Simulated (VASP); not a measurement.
The system is MoS2.

```
Mo S
1.0
     3.23115    0.00000    0.00000
    -1.61558    2.79826    0.00000
     0.00000    0.00000   12.56571
Mo S
2 4
Cartesian
  1.6156 0.9328 9.4243
  0.0000 1.8655 3.1414
  1.6156 0.9328 4.7373
  0.0000 1.8655 11.0201
  1.6156 0.9328 1.5456
  0.0000 1.8655 7.8284
```

Program: VASP 6.6.1. Alike in all runs: task single point; potentials or basis VASP PAW PBE potentials, release 64 (Mo_sv, S); no spin polarisation; cell as given; k mesh 10 × 10 × 3; cutoff (eV) 520; smearing fermi-dirac 0.05 eV.

Order these runs on this cell by their pressure, lowest first.
A. level RPBE+D3(BJ)
B. level PBE+D3(BJ)
C. level PBE

A (-21.0 GPa), B (-9.4 GPa), C (-5.9 GPa).

Caveats: this functional lacks dispersion, which binds the layers, so the pressure and a relaxed spacing across them are unreliable (some runs); the PAW data sets were made with another functional, which shifts forces and pressure a little (some runs).
